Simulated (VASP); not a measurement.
Input of a VASP 6.6.1 run:

File INCAR:

```
ALGO = Normal ; EDIFF = 1E-7
ENCUT = 520 ; GGA = PE
ISIF = 2 ; ISMEAR = 0
LASPH = T ; LCHARG = F
LREAL = F ; LWAVE = F
NBANDS = 30 ; NELM = 60
PREC = Accurate ; SIGMA = 0.1
```

Contents of KPOINTS:

```
k-points
0
Gamma
  6 6 6
```

POSCAR

```
Hf3Br2
1.0
   -1.9267016100      1.9267016100      8.6428311400
    1.9267016100     -1.9267016100      8.6428311400
    1.9267016100      1.9267016100     -8.6428311400
Hf Br
3 2
Direct
    0.0000000000      0.0000000000      0.0000000000
    0.3992427000      0.3992427000      0.0000000000
    0.6007573000      0.6007573000      0.0000000000
    0.1997710600      0.1997710600      0.0000000000
    0.8002289400      0.8002289400      0.0000000000
```

Potentials or basis: VASP PAW PBE potentials, release 64 (Hf_pv, Br).

Run with:

```sh
$ cat potpaw_PBE.64/Hf_pv/POTCAR potpaw_PBE.64/Br/POTCAR > POTCAR
$ mpirun -np 1 vasp_std > vasp.out
```

(1) Predict the largest force.

(2) Estimate the band gap on the k mesh.

Results:

(1) 1.562 eV/Å.

(2) zero (bands 22 and 23 overlap by 0.54 eV).

Caveat: the cell stands under tension; spin-orbit coupling is left out, which moves the levels of the heavy elements; forces of over 1 eV/Å act on the atoms, so gaps and moduli don't describe the material at rest.
